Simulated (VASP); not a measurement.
# Sc (Pm-3m) in VASP: a series of runs, part 2 of 2

VASP 6.6.1.

## 3. Single point, r2SCAN

This run uses another cell than the first one, of 25.98 Å³/atom.

POSCAR

```
Sc
1.0
    2.9619194207      0.0000000000      0.0000000000
    0.0000000000      2.9619194207      0.0000000000
    0.0000000000      0.0000000000      2.9619194207
Sc
1
Direct
    0.0000000000      0.0000000000      0.0000000000
```

INCAR.step1

```
SYSTEM = Sc
PREC     = Accurate       ! precision mode
ENCUT    = 520            ! plane-wave cutoff, eV
ISMEAR   = -1             ! smearing method
SIGMA    = 0.1            ! smearing width, eV
LREAL    = .FALSE.        ! projectors in reciprocal space
LASPH    = .TRUE.         ! aspherical terms in the spheres
NELM     = 80             ! most SCF steps
NBANDS   = 12             ! bands
GGA      = PE             ! functional
ALGO     = Normal         ! electronic algorithm
EDIFF    = 1E-4           ! SCF threshold, eV
LWAVE    = .TRUE.         ! write WAVECAR
LCHARG   = .FALSE.        ! write CHGCAR
```

INCAR.step2

```
SYSTEM = Sc
PREC     = Accurate       ! precision mode
ENCUT    = 520            ! plane-wave cutoff, eV
EDIFF    = 1E-6           ! SCF threshold, eV
ISMEAR   = -1             ! smearing method
SIGMA    = 0.1            ! smearing width, eV
LREAL    = .FALSE.        ! projectors in reciprocal space
LASPH    = .TRUE.         ! aspherical terms in the spheres
NELM     = 80             ! most SCF steps
ALGO     = Normal         ! electronic algorithm
ISIF     = 2              ! what is computed and relaxed
LWAVE    = .FALSE.        ! write WAVECAR
LCHARG   = .FALSE.        ! write CHGCAR
METAGGA  = R2SCAN         ! meta-GGA
LMIXTAU  = .TRUE.       
NBANDS   = 12             ! bands
ISTART   = 1
```

KPOINTS

```
regular mesh
0
G
  17 17 17
  0 0 0
```

Potentials or basis: VASP PAW PBE potentials, release 64 (Sc_sv).

Launch:

```sh
$ cat potpaw_PBE.64/Sc_sv/POTCAR > POTCAR
$ cp INCAR.step1 INCAR
$ mpirun -np 1 vasp_std > vasp.out
$ cp INCAR.step2 INCAR
$ mpirun -np 1 vasp_std > vasp.out
```

OUTCAR:

```text
SYSTEM = Sc
   PREC = Accurate
   ENCUT = 520
   EDIFF = 1E-6
   ISMEAR = -1
   LREAL = .FALSE.
   LASPH = .TRUE.
   NELM = 80
   ISIF = 2
   METAGGA = R2SCAN
   ISTART = 1

 ion  position               nearest neighbor table
   1  0.000  0.000  0.000-

  LATTYP: Found a simple cubic cell.
 ALAT       =     2.9619194207

  Lattice vectors:

 A1 = (   2.9619194207,   0.0000000000,   0.0000000000)
 A2 = (   0.0000000000,   2.9619194207,   0.0000000000)
[... 539 lines left out ...]
     12      17.3157      0.00000

 [... further k-points ...]

------------------------ aborting loop because EDIFF is reached ----------------------------------------

  FORCE on cell =-STRESS in cart. coord.  units (eV):
  Direction    XX          YY          ZZ          XY          YZ          ZX
  --------------------------------------------------------------------------------------
  -------------------------------------------------------------------------------------
  Total        0.0057949      0.0057949      0.0057949      0.0000000      0.0000000     -0.0000000
  in kB        0.3573055      0.3573055      0.3573055      0.0000000      0.0000000     -0.0000000
  external PRESSURE =       0.3573055 kB  Pullay stress =       0.0000000 kB

 VOLUME and BASIS-vectors are now :
 -----------------------------------------------------------------------------
  energy-cutoff  :      520.00
  volume of cell :       25.98
      direct lattice vectors                 reciprocal lattice vectors
     2.961919421  0.000000000  0.000000000     0.337618908  0.000000000  0.000000000
     0.000000000  2.961919421  0.000000000     0.000000000  0.337618908  0.000000000
     0.000000000  0.000000000  2.961919421     0.000000000  0.000000000  0.337618908

 POSITION                                       TOTAL-FORCE (eV/Angst)
 -----------------------------------------------------------------------------------
      0.00000      0.00000      0.00000         0.000000      0.000000      0.000000
 -----------------------------------------------------------------------------------
    total drift:                                0.000000     -0.000000     -0.000000

  FREE ENERGIE OF THE ION-ELECTRON SYSTEM (eV)
  ---------------------------------------------------
  free  energy   TOTEN  =       -10.5704212055 eV

  energy  without entropy=      -10.4866626690  energy(sigma->0) =      -10.52854194
```

OSZICAR.step1:

```text
N       E                     dE             d eps       ncg     rms          rms(c)
DAV:   1     0.761747884236E+02    0.76175E+02   -0.50902E+03  3968   0.882E+02
DAV:   2    -0.465343188111E+01   -0.80828E+02   -0.79205E+02  3964   0.285E+02
DAV:   3    -0.614773322513E+01   -0.14943E+01   -0.14513E+01  5244   0.510E+01
DAV:   4    -0.617392277701E+01   -0.26190E-01   -0.26166E-01  4812   0.543E+00
DAV:   5    -0.617440954371E+01   -0.48677E-03   -0.48676E-03  5348   0.727E-01    0.502E+00
DAV:   6    -0.558934246622E+01    0.58507E+00   -0.92623E-01  5944   0.133E+01    0.128E+00
DAV:   7    -0.553433375589E+01    0.55009E-01   -0.10737E-01  6228   0.396E+00    0.493E-01
DAV:   8    -0.552983745153E+01    0.44963E-02   -0.11232E-02  4304   0.145E+00    0.126E-01
DAV:   9    -0.552971173570E+01    0.12572E-03   -0.94833E-04  6148   0.448E-01    0.349E-02
DAV:  10    -0.552971289007E+01   -0.11544E-05   -0.79929E-05  2856   0.124E-01
   1 F= -.55297129E+01 E0= -.54857871E+01  d E =-.878515E-01
```

It took 78 s on 1 thread of AMD EPYC 9R45 (Zen 5), shared host; peak memory 0.15 GiB.

Results:

- Free energy: -10.5704 eV
- Pressure: 0.0 GPa
- Band gap on the k mesh: zero (an odd number of electrons rules out a gap without spin polarisation)

Caveat: the PAW data sets were made with another functional, which shifts forces and pressure a little.

## 4. Relaxation of cell and atoms, r2SCAN

This run uses another cell than the first one, of 27.00 Å³/atom.

POSCAR

```
Sc
1.0
    3.0000848774      0.0000000000      0.0000000000
    0.0000000000      3.0000848774      0.0000000000
    0.0000000000      0.0000000000      3.0000848774
Sc
1
Direct
    0.0000000000      0.0000000000      0.0000000000
```

INCAR.step1

```
SYSTEM = Sc
ALGO = Normal ; EDIFF = 1E-4
ENCUT = 600 ; GGA = PE
ISMEAR = -1 ; LASPH = .TRUE.
LCHARG = .FALSE. ; LREAL = .FALSE.
LWAVE = .TRUE. ; NELM = 60
PREC = Accurate ; SIGMA = 0.1
```

INCAR.step2

```
SYSTEM = Sc
ALGO = Normal ; EDIFF = 1E-6
EDIFFG = -0.01 ; ENCUT = 600
IBRION = 2 ; ISIF = 3
ISMEAR = -1 ; ISTART = 1
LASPH = .TRUE. ; LCHARG = .FALSE.
LMIXTAU = .TRUE. ; LREAL = .FALSE.
LWAVE = .FALSE. ; METAGGA = R2SCAN
NELM = 60 ; NSW = 80
PREC = Accurate ; SIGMA = 0.1
```

KPOINTS

```
k-points
0
G
  10 10 10
  0 0 0
```

Launch:

```sh
$ cat potpaw_PBE.64/Sc_sv/POTCAR > POTCAR
$ cp INCAR.step1 INCAR
$ mpirun -np 1 vasp_std > vasp.out
$ cp INCAR.step2 INCAR
$ mpirun -np 1 vasp_std > vasp.out
```

It took 92 s on 1 thread of AMD EPYC 9R45 (Zen 5), shared host; peak memory 0.13 GiB.

Results (log left out):

| Quantity | Value |
| --- | --- |
| Free energy | -10.5698 eV |
| Relaxed volume | 26.15 Å³/atom |
| Relaxed cell | a = 2.968 Å, b = 2.968 Å, c = 2.968 Å, α = 90.00°, β = 90.00°, γ = 90.00° |
| Space group after relaxing (to 0.1 Å) | Pm-3m (No. 221) |
| Energy gained by relaxing | 3.3 meV/atom |
| Ionic steps | 5 |
| Pressure after relaxing | 0.0 GPa |
| Band gap on the k mesh | zero (an odd number of electrons rules out a gap without spin polarisation) |

The path:
```csv
step,energy change (eV),largest force (eV/Å),pressure (GPa),volume (Å³)
1,0.0000,0.0000,-1.15,27.00
2,-0.0032,0.0000,-0.28,26.25
3,-0.0029,0.0000,0.29,25.83
4,-0.0032,0.0000,0.13,26.04
5,-0.0033,0.0000,0.01,26.15
```

Final structure:
```
Sc
1.0
     2.96830    0.00000    0.00000
     0.00000    2.96830    0.00000
     0.00000    0.00000    2.96830
Sc
1
Cartesian
  0.0000 0.0000 0.0000
```

Levels at points of the mesh, in eV from the Fermi level:
```tsv
k point	band 1	band 2	band 3	band 4	band 5	band 6	band 7	band 8	band 9
(0.00, 0.00, 0.00)	-51.93	-29.33	-29.33	-29.33	-5.45	-0.47	-0.47	3.94	3.94
(0.50, 0.00, 0.00)	-51.86	-29.85	-29.28	-29.28	-1.75	-0.86	0.18	2.35	2.35
(0.50, 0.50, 0.00)	-51.80	-29.78	-29.78	-29.24	-1.93	0.32	2.72	2.72	3.66
(0.50, 0.50, 0.50)	-51.74	-29.71	-29.71	-29.71	-0.52	-0.52	-0.52	4.86	4.86
```

Caveat: the PAW data sets were made with another functional, which shifts forces and pressure a little.

## 5. The runs side by side

| task | cell | k mesh | cutoff (eV) | gap on the mesh (eV) | pressure (GPa) |
| --- | --- | --- | --- | --- | --- |
| single point | a = 3.076 Å, 1 atom | 12 × 12 × 12 | 520 | none | -3.4 |
| single point | a = 2.962 Å, 1 atom | 17 × 17 × 17 | 520 | none | 0.0 |
| relaxation of cell and atoms | relaxed from a = 3.000 Å, 1 atom | 10 × 10 × 10 | 600 | none | 0.0 |

Alike in all rows: level r2SCAN; potentials or basis VASP PAW PBE potentials, release 64 (Sc_sv); no spin polarisation; smearing fermi-dirac 0.1 eV.

Caveats: the PAW data sets were made with another functional, which shifts forces and pressure a little; the cell stands under tension (at least some runs).

Total energies depend on the potentials used, so only differences within one code and one set of settings carry meaning.
